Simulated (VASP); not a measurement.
Here is a VASP 6.6.1 calculation.

File POSCAR:

```
BN
1.0
    2.4982400000      0.0000000000      0.0000000000
   -1.2491200000      2.1635393048      0.0000000000
    0.0000000000      0.0000000000      6.6357000000
N B
2 2
Direct
    0.6666666667      0.3333333333      0.2500000000
    0.3333333333      0.6666666667      0.7500000000
    0.6666666667      0.3333333333      0.7500000000
    0.3333333333      0.6666666667      0.2500000000
```

File INCAR.step1:

```
SYSTEM = BN
PREC = Accurate
ENCUT = 520
EDIFF = 1E-5
ISMEAR = -1
SIGMA = 0.05
LREAL = .FALSE.
LASPH = .TRUE.
NELM = 100
ALGO = Normal
ISIF = 2
LWAVE = .TRUE.
LCHARG = .FALSE.
NBANDS = 16
GGA = PE
```

File INCAR.step2:

```
SYSTEM = BN
PREC = Accurate
ENCUT = 520
EDIFF = 1E-6
ISMEAR = -1
SIGMA = 0.05
LREAL = .FALSE.
LASPH = .TRUE.
NELM = 100
ALGO = Normal
ISIF = 2
LWAVE = .FALSE.
LCHARG = .FALSE.
GGA = PE
LHFCALC = .TRUE.
AEXX = 0.25
PRECFOCK = Normal
NBANDS = 16
ISTART = 1
```

Contents of KPOINTS:

```
Automatic mesh
0
G
  8 8 4
  0 0 0
```

Potentials or basis: VASP PAW PBE potentials, release 64 (N, B).

Run with:

```console
$ cat potpaw_PBE.64/N/POTCAR potpaw_PBE.64/B/POTCAR > POTCAR
$ cp INCAR.step1 INCAR
$ mpirun -np 1 vasp_std > vasp.out
$ cp INCAR.step2 INCAR
$ mpirun -np 1 vasp_std > vasp.out
```

(1) What does it give for the pressure?

(2) What does it give for the band gap on the k mesh?

Results:

(1) 0.2 GPa.

(2) 6.34 eV (least direct gap 6.84 eV).

Caveat: the PAW data sets were made with another functional, which shifts forces and pressure a little; this functional lacks dispersion, which binds the layers, so the pressure and a relaxed spacing across them are unreliable.
